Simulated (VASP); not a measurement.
Here is a VASP 6.6.1 calculation.

Contents of INCAR:

```
PREC = Accurate
ENCUT = 520
EDIFF = 1E-7
ISMEAR = 0
SIGMA = 0.15
LREAL = Auto
LASPH = T
NELM = 60
ALGO = Normal
ISIF = 2
LWAVE = F
LCHARG = F
GGA = PE
IVDW = 12
NBANDS = 97
```

File KPOINTS:

```
Automatic mesh
0
Gamma
  2 2 2
```

Contents of POSCAR:

```
Ba16O
1.0
   10.0400000000      0.0000000000      0.0000000000
    0.0000000000     10.0400000000      0.0000000000
    0.0000000000      0.0000000000     10.0400000000
Ba O
16 1
Direct
    0.0001462151     -0.0020828685      0.0308729084
    0.5002772908     -0.0042622510      0.0052300797
    0.0002275896      0.4845234064     -0.0117008964
    0.0001465139     -0.0019861554      0.4680981076
    0.2615973108      0.2658658367      0.2495044821
    0.5002309761      0.5093509960     -0.0082575697
    0.5002803785     -0.0042211155      0.4937651394
    0.7388676295      0.2659450199      0.2495083665
    0.0002254980      0.4844151394      0.5106654382
    0.2187725100      0.7527777888      0.2495955179
    0.2580706175      0.2411968127      0.7494800797
    0.5002267928      0.5092885458      0.5072511952
    0.7816844622      0.7527028884      0.2495968127
    0.7423631474      0.2412644422      0.7494839641
    0.2444437251      0.7546589641      0.7494189243
    0.7560195219      0.7546246016      0.7494158367
    0.0002275896      0.8754679283      0.2494853586
```

Potentials or basis: VASP PAW PBE potentials, release 64 (Ba_sv, O).

Command:

```bash
$ cat potpaw_PBE.64/Ba_sv/POTCAR potpaw_PBE.64/O/POTCAR > POTCAR
$ mpirun -np 1 vasp_std > vasp.out
```

Predict the dispersion energy per atom.

-0.192 eV.

What does it give for the pressure?

-0.1 GPa.

Forces in eV/Å, atoms in the order of the input:
```
Ba   0.001  0.104 -0.193
Ba  -0.001  0.001 -0.001
Ba   0.000  0.003 -0.003
Ba   0.001  0.103  0.192
Ba   0.002 -0.003  0.000
Ba   0.000  0.002 -0.001
Ba   0.000  0.001  0.001
Ba  -0.003 -0.003  0.000
Ba   0.000  0.004  0.004
Ba   0.192 -0.105 -0.001
Ba   0.001 -0.002  0.001
Ba   0.000  0.003  0.001
Ba  -0.192 -0.104 -0.001
Ba  -0.001 -0.002  0.001
Ba   0.000 -0.001  0.000
Ba   0.000 -0.001  0.000
O    0.000  0.000 -0.001
```
